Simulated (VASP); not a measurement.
# Zn (P6_3/mmc) in VASP: notebook

Runs on Zn. Level: PBE. Tasks: single point.

Everything below comes from runs of VASP 6.6.1. Logs are shortened: lines on timing, memory, paths and dates and some standing lists are left out, and cuts for length are marked.

## Step 1: The cell of the first run

The structure is hexagonal, space group P6_3/mmc (No. 194). Conventional cell: a = 2.478 Å, b = 2.478 Å, c = 4.075 Å, α = 90.00°, β = 90.00°, γ = 120.00°. Zn (site symmetry -6m2) has 12 Zn at 2.48 to 2.49 Å within 3.3 Å.

## Step 2: Single point, PBE

INCAR

```
  PREC = Accurate
  ENCUT = 520
  EDIFF = 1E-7
  ISMEAR = -1
  SIGMA = 0.05
  LREAL = F
  LASPH = T
  NELM = 100
  ALGO = Normal
  ISIF = 2
  LWAVE = F
  LCHARG = T
  GGA = PE
  LELF = T
  LVHAR = T
  NBANDS = 19
```

KPOINTS

```
regular mesh
0
Gamma
  18 18 10
```

POSCAR

```
Zn
1.0
    2.4776269164      0.0000000000      0.0000000000
   -1.2388134582      2.1456878507      0.0000000000
    0.0000000000      0.0000000000      4.0752290533
Zn
2
Direct
    0.3333333333      0.6666666667      0.2500000000
    0.6666666667      0.3333333333      0.7500000000
```

Potentials or basis: VASP PAW PBE potentials, release 64 (Zn).

The run is started by

```
> cat potpaw_PBE.64/Zn/POTCAR > POTCAR
> mpirun -np 1 vasp_std > vasp.out
```

OUTCAR:

```text
PREC = Accurate
   ENCUT = 520
   EDIFF = 1E-7
   ISMEAR = -1
   LREAL = F
   LASPH = T
   NELM = 100
   ISIF = 2
   GGA = PE

 ion  position               nearest neighbor table
   1  0.333  0.667  0.250-   2 2.49   2 2.49   2 2.49   2 2.49   2 2.49   2 2.49
   2  0.667  0.333  0.750-   1 2.49   1 2.49   1 2.49   1 2.49   1 2.49   1 2.49

  LATTYP: Found a hexagonal cell.
 ALAT       =     2.4776269164
 C/A-ratio  =     1.6448114227

  Lattice vectors:

 A1 = (   2.4776269164,   0.0000000000,   0.0000000000)
 A2 = (  -1.2388134582,   2.1456878507,   0.0000000000)
 A3 = (   0.0000000000,   0.0000000000,   4.0752290533)

Analysis of symmetry for initial positions (statically):
=====================================================================
 Subroutine PRICEL returns:
 Original cell was already a primitive cell.

 Routine SETGRP: Setting up the symmetry group for a
 hexagonal supercell.

 Subroutine GETGRP returns: Found 24 space group operations
 (whereof 12 operations were pure point group operations)
 out of a pool of 24 trial point group operations.

The static configuration has the point symmetry D_3d.
 The point group associated with its full space group is D_6h.

Analysis of symmetry for dynamics (positions and initial velocities):
=====================================================================
 Subroutine PRICEL returns:
 Original cell was already a primitive cell.

 Routine SETGRP: Setting up the symmetry group for a
 hexagonal supercell.

 Subroutine GETGRP returns: Found 24 space group operations
 (whereof 12 operations were pure point group operations)
 out of a pool of 24 trial point group operations.

The dynamic configuration has the point symmetry D_3d.
 The point group associated with its full space group is D_6h.

 Subroutine INISYM returns: Found 24 space group operations
 (whereof 12 operations are pure point group operations),
 and found     1 'primitive' translations

----------------------------------------------------------------------------------------

                                     Primitive cell

  volume of cell :      21.6648

  direct lattice vectors                    reciprocal lattice vectors
     2.477626916  0.000000000  0.000000000     0.403612018  0.233025507  0.000000000
    -1.238813458  2.145687851  0.000000000     0.000000000  0.466051015  0.000000000
     0.000000000  0.000000000  4.075229053     0.000000000  0.000000000  0.245384980

  length of vectors
     2.477626916  2.477626916  4.075229053     0.466051015  0.466051015  0.245384980

  position of ions in fractional coordinates (direct lattice)
     0.333333333  0.666666667  0.250000000
     0.666666667  0.333333333  0.750000000

  ion indices of the primitive-cell ions
   primitive index   ion index
                 1           1
                 2           2

----------------------------------------------------------------------------------------

 KPOINTS: regular mesh

Automatic generation of k-mesh.
 Grid dimensions read from file:
 generate k-points for:   18   18   10

 Generating k-lattice:

  Cartesian coordinates                     Fractional coordinates (reciprocal lattice)
     0.022422890  0.012945862  0.000000000     0.055555556  0.000000000  0.000000000
     0.000000000  0.025891723  0.000000000     0.000000000  0.055555556  0.000000000
     0.000000000  0.000000000  0.024538498     0.000000000  0.000000000  0.100000000

  Length of vectors
     0.025891723  0.025891723  0.024538498

  Shift w.r.t. Gamma in fractional coordinates (k-lattice)
     0.000000000  0.000000000  0.000000000

 Subroutine IBZKPT returns following result:
 ===========================================

 Found    222 irreducible k-points:

 Following reciprocal coordinates:
            Coordinates               Weight
  0.000000  0.000000  0.000000      1.000000
  0.055556  0.000000  0.000000      6.000000
  0.111111  0.000000  0.000000      6.000000
  0.166667  0.000000  0.000000      6.000000
  0.222222  0.000000  0.000000      6.000000
  0.277778  0.000000  0.000000      6.000000
[... 16 lines left out ...]
  0.333333  0.111111  0.000000     12.000000
  0.388889  0.111111  0.000000     12.000000
 [... further k-points ...]
   k-points           NKPTS =    222   k-points in BZ     NKDIM =    222   number of bands    NBANDS=     19
   number of dos      NEDOS =    301   number of ions     NIONS =      2
   total plane-waves  NPLWV =   9720
   dimension x,y,z NGX =    18 NGY =   18 NGZ =   30
   dimension x,y,z NGXF=    36 NGYF=   36 NGZF=   60
   ions per type =               2
   NGX,Y,Z   is equivalent  to a cutoff of  12.08, 12.08, 12.24 a.u.
   NGXF,Y,Z  is equivalent  to a cutoff of  24.16, 24.16, 24.48 a.u.
 SYSTEM =  unknown system
   PREC   = accura    normal or accurate (medium, high low for compatibility)
   ISTART =      0    job   : 0-new  1-cont  2-samecut
   ICHARG =      2    charge: 1-file 2-atom 10-const
   ISPIN  =      1    spin polarized calculation?
   LNONCOLLINEAR =      F non collinear calculations
   LSORBIT =      F    spin-orbit coupling
   LASPH  =      T    aspherical Exc in radial PAW
   ENCUT  =  520.0 eV  38.22 Ry    6.18 a.u.   4.61  4.61  7.58*2*pi/ulx,y,z
   NELM   =    100;   NELMIN=  2; NELMDL= -5     # of ELM steps
   EDIFF  = 0.1E-06   stopping-criterion for ELM
   LREAL  =      F    real-space projection
   EDIFFG = 0.1E-05   stopping-criterion for IOM
   NSW    =      0    number of steps for IOM
   IBRION =     -1    ionic relax: 0-MD 1-quasi-New 2-CG
   NFREE  =      0    steps in history (QN), initial steepest desc. (CG)
   ISIF   =      2    stress and relaxation
   ISYM   =      2    0-nonsym 1-usesym 2-fastsym
   POTIM  = 0.5000    time-step for ionic-motion
   TEBEG  =    0.0;   TEEND  =   0.0 temperature during run
   PSTRESS=    0.0 pullay stress
   NELECT =      24.0000    total number of electrons
   NUPDOWN=      -1.0000    fix difference up-down
   EMIN   =  10.00;   EMAX   =-10.00  energy-range for DOS
   EFERMI =   0.00;   METHOD = LEGACY
   ISMEAR =    -1;   SIGMA  =   0.05  broadening in eV -4-tet -1-fermi 0-gaus
   EFERMI_NEDOS =   21; number of points for ismear=-14 and -15
   IALGO  =     38    algorithm
   IMIX   =      4    mixing-type and parameters
     AMIX     =   0.40;   BMIX     =  1.00
     AMIX_MAG =   1.60;   BMIX_MAG =  1.00
  volume/ion in A,a.u.               =      10.83        73.10
  Fermi-wavevector in a.u.,A,eV,Ry     =   1.693923  3.201051 39.040235  2.869376
  Thomas-Fermi vector in A             =   2.775241
   LORBIT       =      0    0 simple, 1 ext, 2 COOP (PROOUT), +10 PAW based schemes
   GGA     = PE    functional components
   LHFCALC =     F    Hartree Fock is set to
   AEXX    =    0.0000 exact exchange contribution
   IVDW    =     0    specifies the selected vdW correction
   LEPSILON=     F    determine dielectric tensor
   LRPA    =     F    only Hartree local field effects (RPA)
 non-spin polarized calculation
  energy-cutoff  :      520.00
  volume of cell :       21.66
 maximum number of plane-waves:       598
   NGX =  9   NGY =  9   NGZ = 15

 number of electron      24.0000015 magnetization

 Free energy of the ion-electron system (eV)
  ---------------------------------------------------
  ext. energy  EPLUGINS =         0.00000000
  ---------------------------------------------------
  free energy    TOTEN  =        -1.17225975 eV

  energy without entropy =       -1.17101657  energy(sigma->0) =       -1.17163816

 E-fermi :   6.4205     XC(G=0): -13.4638

 val. band max:        6.3198839606   @ k =   0.2222   0.2222   0.1000
 cond. band min:       6.4901832491   @ k =   0.2778   0.0000   0.0000
 fundamental gap:      0.1702992885
 Fermi energy:         6.4205197713

 k-point     1 :       0.0000    0.0000    0.0000
  band No.  band energies     occupation
      1      -7.4980      2.00000
      2      -4.3402      2.00000
      3      -2.8990      2.00000
      4      -2.8109      2.00000
      5      -2.8109      2.00000
      6      -2.6462      2.00000
[... 11 lines left out ...]
     18      27.2279      0.00000
     19      28.2973      0.00000

 k-point     2 :       0.0556    0.0000    0.0000
  band No.  band energies     occupation
      1      -7.3923      2.00000
      2      -4.2922      2.00000
      3      -2.9356      2.00000
      4      -2.7782      2.00000
      5      -2.7781      2.00000
      6      -2.6595      2.00000
[... 11 lines left out ...]
     18      28.5431      0.00000
     19      28.7218      0.00000

 k-point     3 :       0.1111    0.0000    0.0000
  band No.  band energies     occupation
      1      -7.0790      2.00000
      2      -4.1599      2.00000
      3      -3.0112      2.00000
      4      -2.7338      2.00000
      5      -2.6833      2.00000
      6      -2.6666      2.00000
[... 11 lines left out ...]
     18      28.8937      0.00000
     19      29.0569      0.00000

 k-point     4 :       0.1667    0.0000    0.0000
  band No.  band energies     occupation
      1      -6.5724      2.00000
      2      -3.9839      2.00000
      3      -3.0925      2.00000
      4      -2.7728      2.00000
      5      -2.7634      2.00000
      6      -2.5591      2.00000
[... 11 lines left out ...]
     18      26.7986      0.00000
     19      29.2280      0.00000

 k-point     5 :       0.2222    0.0000    0.0000
  band No.  band energies     occupation
      1      -5.9065      2.00000
      2      -3.8444      2.00000
      3      -3.1258      2.00000
      4      -3.0634      2.00000
      5      -2.8113      2.00000
      6      -2.6095      2.00000
[... 11 lines left out ...]
     18      24.5615      0.00000
     19      28.5328      0.00000

 k-point     6 :       0.2778    0.0000    0.0000
  band No.  band energies     occupation
      1      -5.1650      2.00000
      2      -3.8230      2.00000
      3      -3.3407      2.00000
      4      -3.0476      2.00000
      5      -2.7979      2.00000
      6      -2.6902      2.00000
[... 11 lines left out ...]
     18      23.3188      0.00000
     19      27.5665      0.00000

 k-point     7 :       0.3333    0.0000    0.0000
  band No.  band energies     occupation
      1      -4.5333      2.00000
      2      -3.8892      2.00000
      3      -3.5647      2.00000
      4      -2.8427      2.00000
      5      -2.7621      2.00000
      6      -2.7226      2.00000
[... 11 lines left out ...]
     18      22.7444      0.00000
     19      26.7808      0.00000

 k-point     8 :       0.3889    0.0000    0.0000
  band No.  band energies     occupation
      1      -4.1991      2.00000
      2      -3.9683      2.00000
      3      -3.7264      2.00000
      4      -2.8185      2.00000
      5      -2.6570      2.00000
      6      -2.6380      2.00000
[... 256 lines left out ...]
 k-point    20 :       0.1667    0.1111    0.0000
  band No.  band energies     occupation
      1      -5.6274      2.00000
      2      -3.7363      2.00000
      3      -3.2494      2.00000
      4      -3.1306      2.00000
      5      -2.7880      2.00000
      6      -2.7310      2.00000
[... 11 lines left out ...]
     18      24.8336      0.00000
     19      25.5912      0.00000

 k-point    21 :       0.2222    0.1111    0.0000
  band No.  band energies     occupation
      1      -4.9091      2.00000
      2      -3.7032      2.00000
      3      -3.3730      2.00000
      4      -3.2281      2.00000
      5      -2.8043      2.00000
      6      -2.7697      2.00000
[... 11 lines left out ...]
     18      23.9620      0.00000
     19      24.6738      0.00000

 k-point    22 :       0.2778    0.1111    0.0000
  band No.  band energies     occupation
      1      -4.3088      2.00000
      2      -3.7757      2.00000
      3      -3.5698      2.00000
      4      -3.0621      2.00000
      5      -2.8576      2.00000
      6      -2.6992      2.00000
[... 11 lines left out ...]
     18      23.2808      0.00000
     19      23.9043      0.00000

 k-point    23 :       0.3333    0.1111    0.0000
  band No.  band energies     occupation
      1      -4.0133      2.00000
      2      -3.8597      2.00000
      3      -3.7126      2.00000
      4      -2.8882      2.00000
      5      -2.8008      2.00000
      6      -2.6448      2.00000
[... 11 lines left out ...]
     18      22.7918      0.00000
     19      23.3275      0.00000

 k-point    24 :       0.3889    0.1111    0.0000
  band No.  band energies     occupation
      1      -3.9601      2.00000
      2      -3.8854      2.00000
      3      -3.7985      2.00000
      4      -2.8985      2.00000
      5      -2.7070      2.00000
      6      -2.5984      2.00000
[... 11 lines left out ...]
     18      22.4973      0.00000
     19      22.9703      0.00000

 [... further k-points ...]

------------------------ aborting loop because EDIFF is reached ----------------------------------------

  FORCE on cell =-STRESS in cart. coord.  units (eV):
  Direction    XX          YY          ZZ          XY          YZ          ZX
  --------------------------------------------------------------------------------------
  -------------------------------------------------------------------------------------
  Total        7.4411616      7.4411616      7.4393449      0.0000000      0.0000000      0.0000000
  in kB      550.2966173    550.2966173    550.1622688      0.0000000      0.0000000      0.0000000
  external PRESSURE =     550.2518345 kB  Pullay stress =       0.0000000 kB

 VOLUME and BASIS-vectors are now :
 -----------------------------------------------------------------------------
  energy-cutoff  :      520.00
  volume of cell :       21.66
      direct lattice vectors                 reciprocal lattice vectors
     2.477626916  0.000000000  0.000000000     0.403612018  0.233025507  0.000000000
    -1.238813458  2.145687851  0.000000000     0.000000000  0.466051015  0.000000000
     0.000000000  0.000000000  4.075229053     0.000000000  0.000000000  0.245384980

 POSITION                                       TOTAL-FORCE (eV/Angst)
 -----------------------------------------------------------------------------------
     -0.00000      1.43046      1.01881        -0.000000      0.000000      0.000000
      1.23881      0.71523      3.05642         0.000000     -0.000000      0.000000
 -----------------------------------------------------------------------------------
    total drift:                                0.000000     -0.000000      0.000000

  FREE ENERGIE OF THE ION-ELECTRON SYSTEM (eV)
  ---------------------------------------------------
  free  energy   TOTEN  =        -1.1722597491 eV

  energy  without entropy=       -1.1710165732  energy(sigma->0) =       -1.17163816
```

Wall time 60 s (1 thread of AMD EPYC 7R43 (Zen 3), shared host); peak memory 0.15 GiB.

What came out:

| Quantity | Value |
| --- | --- |
| Free energy | -1.1723 eV |
| Pressure | 55.0 GPa |
| Band gap on the k mesh | zero (band 12 reaches 7.98 eV, above the bottom of band 13 at 5.17 eV) |

## Step 3: Single point, PBE

INCAR

```
PREC     = Accurate       # precision mode
ENCUT    = 520            # plane-wave cutoff, eV
EDIFF    = 1E-6           # SCF threshold, eV
ISMEAR   = -1             # smearing method
SIGMA    = 0.05           # smearing width, eV
LREAL    = F              # projectors in reciprocal space
LASPH    = T              # aspherical terms in the spheres
NELM     = 80             # most SCF steps
ALGO     = Normal         # electronic algorithm
ISIF     = 2              # what is computed and relaxed
LWAVE    = F              # write WAVECAR
LCHARG   = F              # write CHGCAR
GGA      = PE             # functional
NBANDS   = 19             # bands
```

KPOINTS is that of step 2.

POSCAR

```
Zn
1.0
    2.4774243384      0.0000000000      0.0000000000
   -1.2387121692      2.1455124130      0.0000000000
    0.0000000000      0.0000000000      4.0750642065
Zn
2
Direct
    0.3333333333      0.6666666667      0.2500000000
    0.6666666667      0.3333333333      0.7500000000
```

Potentials or basis: VASP PAW PBE potentials, release 64 (Zn).

The run is started by

```
> cat potpaw_PBE.64/Zn/POTCAR > POTCAR
> mpirun -np 1 vasp_std > vasp.out
```

OUTCAR:

```text
PREC = Accurate
   ENCUT = 520
   EDIFF = 1E-6
   ISMEAR = -1
   LREAL = F
   LASPH = T
   NELM = 80
   ISIF = 2
   GGA = PE

 ion  position               nearest neighbor table
   1  0.333  0.667  0.250-   2 2.49   2 2.49   2 2.49   2 2.49   2 2.49   2 2.49
   2  0.667  0.333  0.750-   1 2.49   1 2.49   1 2.49   1 2.49   1 2.49   1 2.49

  LATTYP: Found a hexagonal cell.
 ALAT       =     2.4774243384
 C/A-ratio  =     1.6448793787

  Lattice vectors:

[... 715 lines left out ...]

------------------------ aborting loop because EDIFF is reached ----------------------------------------

  FORCE on cell =-STRESS in cart. coord.  units (eV):
  Direction    XX          YY          ZZ          XY          YZ          ZX
  --------------------------------------------------------------------------------------
  -------------------------------------------------------------------------------------
  Total        7.4499477      7.4499477      7.4457724      0.0000000      0.0000000      0.0000000
  in kB      551.0587737    551.0587737    550.7499296      0.0000000      0.0000000      0.0000000
  external PRESSURE =     550.9558257 kB  Pullay stress =       0.0000000 kB

 VOLUME and BASIS-vectors are now :
 -----------------------------------------------------------------------------
  energy-cutoff  :      520.00
  volume of cell :       21.66
      direct lattice vectors                 reciprocal lattice vectors
     2.477424338  0.000000000  0.000000000     0.403645021  0.233044562  0.000000000
    -1.238712169  2.145512413  0.000000000     0.000000000  0.466089123  0.000000000
     0.000000000  0.000000000  4.075064206     0.000000000  0.000000000  0.245394907

 POSITION                                       TOTAL-FORCE (eV/Angst)
 -----------------------------------------------------------------------------------
     -0.00000      1.43034      1.01877        -0.000000     -0.000000      0.000000
      1.23871      0.71517      3.05630         0.000000      0.000000      0.000000
 -----------------------------------------------------------------------------------
    total drift:                                0.000000     -0.000000      0.000000

  FREE ENERGIE OF THE ION-ELECTRON SYSTEM (eV)
  ---------------------------------------------------
  free  energy   TOTEN  =        -1.1707416341 eV

  energy  without entropy=       -1.1694996524  energy(sigma->0) =       -1.17012064
```

OSZICAR:

```text
N       E                     dE             d eps       ncg     rms          rms(c)
DAV:   1     0.109389861544E+03    0.10939E+03   -0.12343E+04  9156   0.221E+03
DAV:   2     0.306943761054E+01   -0.10632E+03   -0.10228E+03  8478   0.303E+02
DAV:   3    -0.157681527655E+01   -0.46463E+01   -0.46263E+01  9288   0.690E+01
DAV:   4    -0.159791603144E+01   -0.21101E-01   -0.21095E-01  9201   0.465E+00
DAV:   5    -0.159793332929E+01   -0.17298E-04   -0.17298E-04  9179   0.122E-01    0.904E+00
DAV:   6    -0.121289512588E+01    0.38504E+00   -0.10579E+00  9373   0.255E+01    0.573E+00
DAV:   7    -0.118127994906E+01    0.31615E-01   -0.40328E-02 10068   0.346E+00    0.255E+00
DAV:   8    -0.117076102509E+01    0.10519E-01   -0.15485E-03 11916   0.100E+00    0.480E-02
DAV:   9    -0.117074028703E+01    0.20738E-04   -0.22429E-04 11639   0.177E-01    0.250E-02
DAV:  10    -0.117074199817E+01   -0.17111E-05   -0.17931E-05  8971   0.440E-02    0.331E-03
DAV:  11    -0.117074163409E+01    0.36408E-06   -0.21538E-07  5245   0.373E-03
   1 F= -.11707416E+01 E0= -.11701206E+01  d E =-.124198E-02
```

Run time: 52 s. Hardware: 1 thread of AMD EPYC 7R43 (Zen 3), shared host; peak memory 0.15 GiB.

What came out:

```yaml
Free_energy: -1.1707 eV
Pressure: 55.1 GPa
Band_gap_on_the_k_mesh: zero (band 12 reaches 7.98 eV, above the bottom of band 13 at 5.18 eV)
```
